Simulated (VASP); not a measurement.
Set up this calculation in VASP 6.6.1, as the native input.

```
Task                   : single point
Functional             : PBE
Potentials or basis    : VASP PAW PBE potentials, release 64 (Pb_d)
Cutoff                 : 500 eV
k mesh                 : 6 × 6 × 4
Occupations            : tetrahedron
Spin                   : no spin polarisation
Dipole correction      : no
Further INCAR settings : ALGO = Normal; EDIFF = 1e-06; NBANDS = 21
```

The structure of Pb lies in POSCAR:

```
Pb
1.0
    3.0386068135     -1.7503199600      0.0000000000
    3.0386068135      1.7503199600      0.0000000000
   -2.1154626375      0.0000000000      6.0952248674
Pb
2
Direct
    0.0914915900      0.0914915900      0.2737078000
    0.9085084100      0.9085084100      0.7262922000
```

One way to write it, as run:

INCAR

```
ALGO     = Normal         # electronic algorithm
EDIFF    = 1E-6           # SCF threshold, eV
ENCUT    = 500            # plane-wave cutoff, eV
GGA      = PE             # functional
GGA_COMPAT= F            
ISIF     = 2              # what is computed and relaxed
ISMEAR   = -4             # smearing method
LASPH    = T              # aspherical terms in the spheres
LCHARG   = F              # write CHGCAR
LREAL    = F              # projectors in reciprocal space
LWAVE    = F              # write WAVECAR
NBANDS   = 21             # bands
NELM     = 120            # most SCF steps
PREC     = Accurate       # precision mode
SIGMA    = 0.1            # smearing width, eV
```

KPOINTS

```
k-points
0
Gamma
  6 6 4
```

Potentials or basis: VASP PAW PBE potentials, release 64 (Pb_d).

Run with:

```console
$ cat potpaw_PBE.64/Pb_d/POTCAR > POTCAR
$ mpirun -np 1 vasp_std > vasp.out
```

It gave:

The pressure is 1.9 GPa. The largest force is 0.034 eV/Å and the band gap on the k mesh is zero (bands 14 and 15 overlap by 7.62 eV).

Caveat: spin-orbit coupling is left out, which moves the levels of the heavy elements; tetrahedron occupations give inexact forces and stress in metals.

Run time: 49 s on 1 thread of Intel Xeon 8259CL (shared host), peak memory 0.21 GiB.
